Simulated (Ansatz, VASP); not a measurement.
## C: VASP beside Ansatz

The input POSCAR:

```
C
1.0
    2.5552893324      0.0000000000      0.0000000000
   -1.2776446662      2.2129454759      0.0000000000
    0.0000000000      0.0000000000      8.3454953252
C
8
Direct
    0.6666666667      0.3333333333      0.8437500000
    0.3333333333      0.6666666667      0.3437500000
    0.6666666667      0.3333333333      0.6562500000
    0.3333333333      0.6666666667      0.1562500000
    0.0000000000      0.0000000000      0.9062500000
    0.0000000000      0.0000000000      0.4062500000
    0.0000000000      0.0000000000      0.5937500000
    0.0000000000      0.0000000000      0.0937500000
```

The input INCAR.step1:

```
SYSTEM = C
  PREC = Accurate
  ENCUT = 520
  ISMEAR = -1
  SIGMA = 0.05
  LREAL = .FALSE.
  LASPH = .TRUE.
  NELM = 80
  NBANDS = 26
  GGA = PE
  ALGO = Normal
  EDIFF = 1E-4
  LWAVE = .TRUE.
  LCHARG = .FALSE.
```

INCAR.step2

```
SYSTEM = C
  PREC = Accurate
  ENCUT = 520
  EDIFF = 1E-6
  ISMEAR = -1
  SIGMA = 0.05
  LREAL = .FALSE.
  LASPH = .TRUE.
  NELM = 80
  ALGO = Normal
  ISIF = 2
  LWAVE = .FALSE.
  LCHARG = .TRUE.
  METAGGA = R2SCAN
  LMIXTAU = .TRUE.
  IVDW = 12
  VDW_S6 = 1.0
  VDW_S8 = 0.78981345
  VDW_A1 = 0.49484001
  VDW_A2 = 5.73083694
  LELF = .TRUE.
  LVHAR = .TRUE.
  NBANDS = 26
  ISTART = 1
```

KPOINTS

```
Automatic mesh
0
G
  12 12 4
  0 0 0
```

input.yaml

```yaml
crystal:
  lattice:
    - [2.5552893324, 0.0, 0.0]
    - [-1.2776446662, 2.2129454759, 0.0]
    - [0.0, 0.0, 8.3454953252]
  atoms:
    - { symbol: C, position: [0.6666666667, 0.3333333333, 0.84375] }
    - { symbol: C, position: [0.3333333333, 0.6666666667, 0.34375] }
    - { symbol: C, position: [0.6666666667, 0.3333333333, 0.65625] }
    - { symbol: C, position: [0.3333333333, 0.6666666667, 0.15625] }
    - { symbol: C, position: [0.0, 0.0, 0.90625] }
    - { symbol: C, position: [0.0, 0.0, 0.40625] }
    - { symbol: C, position: [0.0, 0.0, 0.59375] }
    - { symbol: C, position: [0.0, 0.0, 0.09375] }
hamiltonian:
  xc: r2scan
  pseudopotentials: { kind: paw }
  dispersion: d3bj
kpoints:
  mp_grid: { grid: [12, 12, 4] }
scf:
  occupations: { method: fermi_dirac, width: 0.05 }
output:
  forces: true
  stress: true
  eigenvalues: true
  write_density: true
  write_potential: true
  elf: true
  volumetric_format: npy
```

Alike in both runs: task single point; functional r2SCAN; dispersion D3(BJ); k mesh 12 × 12 × 4; occupations fermi-dirac, width 0.05 eV; no spin polarisation.

```csv
,VASP,Ansatz
version,VASP 6.6.1,Ansatz 0.2.0
potentials or method,"VASP PAW PBE potentials, release 64 (C)",Ansatz PAW
plane-wave cutoff (eV),520,500
valence electrons in the cell,32,32
```

|  | VASP | Ansatz | Ansatz less VASP |
| --- | --- | --- | --- |
| gap on the k mesh at the Fermi level (eV) | 4.52 | 4.54 | +0.022 |
| least direct gap on the mesh (eV) | 5.32 | 5.36 | +0.042 |
| pressure (GPa) | -19.6 | -20.5 | -0.94 |
| traceless stress, the component that is largest in VASP (GPa) | 7.90 | 7.88 | -0.024 |
| rms of the force components (eV/Å) | 0.187 | 0.186 | -0.0008 |

VASP's potentials were made for PBE, not for r2SCAN. Atom by atom the forces differ by 0.001 eV/Å (rms over components).
